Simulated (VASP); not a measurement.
# LaPd2 (I4/mmm) in VASP: further runs

LaPd2 is run at these levels: PBEsol; tasks: single point.

Program: VASP 6.6.1. These are calculated values, not measurements. Logs are shortened: lines on timing, memory, paths and dates and some standing lists are left out, and cuts for length are marked.

**1. The cell of the first run**

Symmetry: I4/mmm, No. 139, tetragonal system. The conventional cell has a = 4.008 Å, b = 4.008 Å, c = 8.943 Å, α = 90.00°, β = 90.00°, γ = 90.00°. La (site symmetry 4/mmm) has 8 Pd at 3.00 Å and 4 La at 4.01 Å within 4.1 Å. Within 3.7 Å of Pd (site symmetry -4m2) lie 4 Pd at 2.83 Å and 4 La at 3.00 Å.

**2. Single point, PBEsol**

The input, INCAR:

```
SYSTEM = LaPd2
ALGO = Fast
EDIFF = 1E-6
ENCUT = 520
GGA = PS
ISIF = 2
ISMEAR = 0
LASPH = .TRUE.
LCHARG = .TRUE.
LELF = .TRUE.
LREAL = .FALSE.
LVHAR = .TRUE.
LWAVE = .FALSE.
NBANDS = 22
NELM = 80
PREC = Accurate
SIGMA = 0.1
```

The input, KPOINTS:

```
k-points
0
G
  13 13 13
  0 0 0
```

The input, POSCAR:

```
LaPd2
1.0
   -2.0038740000      2.0038740000      4.4717310000
    2.0038740000     -2.0038740000      4.4717310000
    2.0038740000      2.0038740000     -4.4717310000
La Pd
1 2
Direct
    0.0000000000      0.0000000000      0.0000000000
    0.2500000000      0.7500000000      0.5000000000
    0.7500000000      0.2500000000      0.5000000000
```

Potentials or basis: VASP PAW PBE potentials, release 64 (La, Pd).

On the command line:

```
> cat potpaw_PBE.64/La/POTCAR potpaw_PBE.64/Pd/POTCAR > POTCAR
> mpirun -np 1 vasp_std > vasp.out
```

OUTCAR:

```text
SYSTEM = LaPd2
   EDIFF = 1E-6
   ENCUT = 520
   GGA = PS
   ISIF = 2
   ISMEAR = 0
   LASPH = .TRUE.
   LREAL = .FALSE.
   NELM = 80
   PREC = Accurate

 ion  position               nearest neighbor table
   1  0.000  0.000  0.000-   2 3.00   3 3.00   2 3.00   3 3.00   3 3.00   2 3.00   3 3.00   2 3.00

   2  0.250  0.750  0.500-   3 2.83   3 2.83   3 2.83   3 2.83   1 3.00   1 3.00   1 3.00   1 3.00

   3  0.750  0.250  0.500-   2 2.83   2 2.83   2 2.83   2 2.83   1 3.00   1 3.00   1 3.00   1 3.00

  LATTYP: Found a body centered tetragonal cell.
 ALAT       =     4.0077480000
 C/A-ratio  =     2.2315430012

  Lattice vectors:

 A1 = (  -2.0038740000,   2.0038740000,   4.4717310000)
 A2 = (   2.0038740000,  -2.0038740000,   4.4717310000)
 A3 = (   2.0038740000,   2.0038740000,  -4.4717310000)

Analysis of symmetry for initial positions (statically):
=====================================================================
 Subroutine PRICEL returns:
 Original cell was already a primitive cell.

 Routine SETGRP: Setting up the symmetry group for a
 body centered tetragonal supercell.

 Subroutine GETGRP returns: Found 16 space group operations
 (whereof 16 operations were pure point group operations)
 out of a pool of 16 trial point group operations.

The static configuration has the point symmetry D_4h.

Analysis of symmetry for dynamics (positions and initial velocities):
=====================================================================
 Subroutine PRICEL returns:
 Original cell was already a primitive cell.

 Routine SETGRP: Setting up the symmetry group for a
 body centered tetragonal supercell.

 Subroutine GETGRP returns: Found 16 space group operations
 (whereof 16 operations were pure point group operations)
 out of a pool of 16 trial point group operations.

The dynamic configuration has the point symmetry D_4h.

 Subroutine INISYM returns: Found 16 space group operations
 (whereof 16 operations are pure point group operations),
 and found     1 'primitive' translations

----------------------------------------------------------------------------------------

                                     Primitive cell

  volume of cell :      71.8251
[... 85 lines left out ...]
   ISPIN  =      1    spin polarized calculation?
   LNONCOLLINEAR =      F non collinear calculations
   LSORBIT =      F    spin-orbit coupling
   LASPH  =      T    aspherical Exc in radial PAW
   ENCUT  =  520.0 eV  38.22 Ry    6.18 a.u.   9.84  9.84  9.84*2*pi/ulx,y,z
   NELM   =     80;   NELMIN=  2; NELMDL= -5     # of ELM steps
   EDIFF  = 0.1E-05   stopping-criterion for ELM
   LREAL  =      F    real-space projection
   EDIFFG = 0.1E-04   stopping-criterion for IOM
   NSW    =      0    number of steps for IOM
   IBRION =     -1    ionic relax: 0-MD 1-quasi-New 2-CG
   NFREE  =      0    steps in history (QN), initial steepest desc. (CG)
   ISIF   =      2    stress and relaxation
   ISYM   =      2    0-nonsym 1-usesym 2-fastsym
   POTIM  = 0.5000    time-step for ionic-motion
   TEBEG  =    0.0;   TEEND  =   0.0 temperature during run
   PSTRESS=    0.0 pullay stress
   NELECT =      31.0000    total number of electrons
   NUPDOWN=      -1.0000    fix difference up-down
   EMIN   =  10.00;   EMAX   =-10.00  energy-range for DOS
   EFERMI =   0.00;   METHOD = LEGACY
   ISMEAR =     0;   SIGMA  =   0.10  broadening in eV -4-tet -1-fermi 0-gaus
   EFERMI_NEDOS =   21; number of points for ismear=-14 and -15
   IALGO  =     68    algorithm
   IMIX   =      4    mixing-type and parameters
     AMIX     =   0.40;   BMIX     =  1.00
     AMIX_MAG =   1.60;   BMIX_MAG =  1.00
  volume/ion in A,a.u.               =      23.94       161.57
  Fermi-wavevector in a.u.,A,eV,Ry     =   1.237190  2.337951 20.825625  1.530640
  Thomas-Fermi vector in A             =   2.371768
   LORBIT       =      0    0 simple, 1 ext, 2 COOP (PROOUT), +10 PAW based schemes
   GGA     = PS    functional components
   LHFCALC =     F    Hartree Fock is set to
   AEXX    =    0.0000 exact exchange contribution
   IVDW    =     0    specifies the selected vdW correction
   LEPSILON=     F    determine dielectric tensor
   LRPA    =     F    only Hartree local field effects (RPA)
 non-spin polarized calculation
 RMM-DIIS sequential band-by-band and
 Gauss-broadening in eV      SIGMA  =   0.10
  energy-cutoff  :      520.00
  volume of cell :       71.83
 maximum number of plane-waves:      1977
   NGX = 19   NGY = 19   NGZ = 19

 number of electron      31.0000000 magnetization

 Free energy of the ion-electron system (eV)
  ---------------------------------------------------
  ext. energy  EPLUGINS =         0.00000000
  ---------------------------------------------------
  free energy    TOTEN  =       -18.77117114 eV

  energy without entropy =      -18.76113608  energy(sigma->0) =      -18.76615361

 E-fermi :   7.6531     XC(G=0): -10.8278

 val. band max:        7.6494045785   @ k =  -0.3846  -0.4615   0.2308
 cond. band min:       7.6558618867   @ k =   0.3077   0.3077   0.0769
 fundamental gap:      0.0064573083
 Fermi energy:         7.6530598005

 k-point     1 :       0.0000    0.0000    0.0000
  band No.  band energies     occupation
      1     -24.8734      2.00000
      2      -8.6219      2.00000
      3      -8.5120      2.00000
      4      -8.5120      2.00000
      5       2.4826      2.00000
      6       3.6093      2.00000
[... 589 lines left out ...]
     21      10.1624      0.00000
     22      10.2007      0.00000

 [... further k-points ...]

------------------------ aborting loop because EDIFF is reached ----------------------------------------

  FORCE on cell =-STRESS in cart. coord.  units (eV):
  Direction    XX          YY          ZZ          XY          YZ          ZX
  --------------------------------------------------------------------------------------
  -------------------------------------------------------------------------------------
  Total       -2.2127384     -2.2127384     -2.2795574      0.0000000      0.0000000      0.0000000
  in kB      -49.3587531    -49.3587531    -50.8492603      0.0000000      0.0000000      0.0000000
  external PRESSURE =     -49.8555888 kB  Pullay stress =       0.0000000 kB

 VOLUME and BASIS-vectors are now :
 -----------------------------------------------------------------------------
  energy-cutoff  :      520.00
  volume of cell :       71.83
      direct lattice vectors                 reciprocal lattice vectors
    -2.003874000  2.003874000  4.471731000     0.000000000  0.249516686  0.111813524
     2.003874000 -2.003874000  4.471731000     0.249516686  0.000000000  0.111813524
     2.003874000  2.003874000 -4.471731000     0.249516686  0.249516686  0.000000000

 POSITION                                       TOTAL-FORCE (eV/Angst)
 -----------------------------------------------------------------------------------
      0.00000      0.00000      0.00000         0.000000      0.000000     -0.000000
      2.00387     -0.00000      2.23587        -0.000000      0.000000     -0.000000
     -0.00000      2.00387      2.23587        -0.000000     -0.000000      0.000000
 -----------------------------------------------------------------------------------
    total drift:                                0.000000     -0.000000     -0.000000

  FREE ENERGIE OF THE ION-ELECTRON SYSTEM (eV)
  ---------------------------------------------------
  free  energy   TOTEN  =       -18.7711711416 eV

  energy  without entropy=      -18.7611360849  energy(sigma->0) =      -18.76615361
```

OSZICAR:

```text
N       E                     dE             d eps       ncg     rms          rms(c)
DAV:   1     0.240058324156E+03    0.24006E+03   -0.12490E+04  9038   0.197E+03
DAV:   2     0.225183009982E+02   -0.21754E+03   -0.19238E+03 10292   0.300E+02
DAV:   3    -0.163882754636E+02   -0.38907E+02   -0.35555E+02 12380   0.126E+02
[... 19 lines left out ...]
RMM:  23    -0.187711663207E+02   -0.24250E-05   -0.25728E-05 11417   0.252E-02    0.374E-03
RMM:  24    -0.187711680672E+02   -0.17465E-05   -0.18295E-05 11044   0.237E-02    0.383E-03
RMM:  25    -0.187711693944E+02   -0.13273E-05   -0.14700E-05 10755   0.219E-02    0.376E-03
RMM:  26    -0.187711703657E+02   -0.97127E-06   -0.10436E-05 10474   0.206E-02    0.387E-03
RMM:  27    -0.187711711416E+02   -0.77593E-06   -0.82481E-06 10093   0.190E-02
   1 F= -.18771171E+02 E0= -.18766154E+02  d E =-.100351E-01
```

It took 17 min on 1 thread of Oxide Virtual Turin-like, shared host; peak memory 0.49 GiB.

Results:

```
Free energy            : -18.7712 eV
Pressure               : -5.0 GPa
Band gap on the k mesh : zero (an odd number of electrons rules out a gap without spin polarisation)
```

Caveat: the cell stands under tension; the PAW data sets were made with another functional, which shifts forces and pressure a little; spin-orbit coupling is left out, which moves the levels of the heavy elements.

**3. Single point, PBEsol**

The input, INCAR:

```
PREC = Accurate ; ENCUT = 520
EDIFF = 1E-7 ; ISMEAR = 0
SIGMA = 0.1 ; LREAL = False
LASPH = True ; NELM = 80
ALGO = Fast ; ISIF = 2
LWAVE = False ; LCHARG = False
GGA = PS ; NBANDS = 22
```

The input, KPOINTS:

```
Automatic mesh
0
Gamma
  15 15 15
```

POSCAR is that of step 2.

Potentials or basis: VASP PAW PBE potentials, release 64 (La, Pd).

On the command line:

```
> cat potpaw_PBE.64/La/POTCAR potpaw_PBE.64/Pd/POTCAR > POTCAR
> mpirun -np 1 vasp_std > vasp.out
```

Run time: 41 min. Hardware: 1 thread of Oxide Virtual Turin-like, shared host; peak memory 0.63 GiB.

Results (log left out):

```
Free energy            : -18.7719 eV
Pressure               : -5.0 GPa
Band gap on the k mesh : zero (an odd number of electrons rules out a gap without spin polarisation)
```

Stress tensor (GPa, compression positive):
```
-4.95  0.00  0.00
 0.00 -4.95  0.00
 0.00  0.00 -5.14
```

Levels at points of the mesh, in eV from the Fermi level:
```csv
k point,band 12,band 13,band 14,band 15,band 16,band 17,band 18,band 19
"(0.00, 0.00, 0.00)",-2.03,-2.03,-1.00,-0.21,-0.11,1.69,1.73,2.16
```

Caveat: the cell stands under tension; the PAW data sets were made with another functional, which shifts forces and pressure a little; spin-orbit coupling is left out, which moves the levels of the heavy elements.
